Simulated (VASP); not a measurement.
Input of a VASP 6.6.1 run:

Contents of INCAR:

```
ALGO     = Normal         # electronic algorithm
EDIFF    = 1E-6           # SCF threshold, eV
ENCUT    = 520            # plane-wave cutoff, eV
GGA      = PS             # functional
GGA_COMPAT= False        
ISIF     = 2              # what is computed and relaxed
ISMEAR   = -1             # smearing method
LASPH    = True           # aspherical terms in the spheres
LCHARG   = False          # write CHGCAR
LMAXMIX  = 4              # l up to which the mixer works
LORBIT   = 11             # projections on sites
LORBMOM  = True         
LREAL    = False          # projectors in reciprocal space
LSORBIT  = True           # spin-orbit coupling
LWAVE    = False          # write WAVECAR
MAGMOM   = 0 0 0 0 0 2 0 0 0 0 0 0 0 0 0 # initial moments
NBANDS   = 56             # bands
NELM     = 150            # most SCF steps
PREC     = Accurate       # precision mode
SIGMA    = 0.05           # smearing width, eV
```

File KPOINTS:

```
k-points
0
Gamma
  7 7 7
```

POSCAR

```
SrVO3
1.0
    3.8409000000      0.0000000000      0.0000000000
    0.0000000000      3.8409000000      0.0000000000
    0.0000000000      0.0000000000      3.8409000000
Sr V O
1 1 3
Direct
    0.5000000000      0.5000000000      0.5000000000
    0.0000000000      0.0000000000      0.0000000000
    0.0000000000      0.0000000000      0.5000000000
    0.0000000000      0.5000000000      0.0000000000
    0.5000000000      0.0000000000      0.0000000000
```

Potentials or basis: VASP PAW PBE potentials, release 64 (Sr_sv, V_sv, O).

Command:

```console
$ cat potpaw_PBE.64/Sr_sv/POTCAR potpaw_PBE.64/V_sv/POTCAR potpaw_PBE.64/O/POTCAR > POTCAR
$ mpirun -np 1 vasp_ncl > vasp.out
```

**Question.** What does it give for the net moment?

**Answer.** 0.00 μB per cell.

**Question.** Predict the pressure.

**Answer.** -3.9 GPa.

Moments on the atoms (μB; x, y, z):
```
Sr  0.00 0.00 0.00
V   0.00 0.00 0.00
O   0.00 0.00 0.00
O   0.00 0.00 0.00
O   0.00 0.00 0.00
```

Caveat: the cell stands under tension; the PAW data sets were made with another functional, which shifts forces and pressure a little.
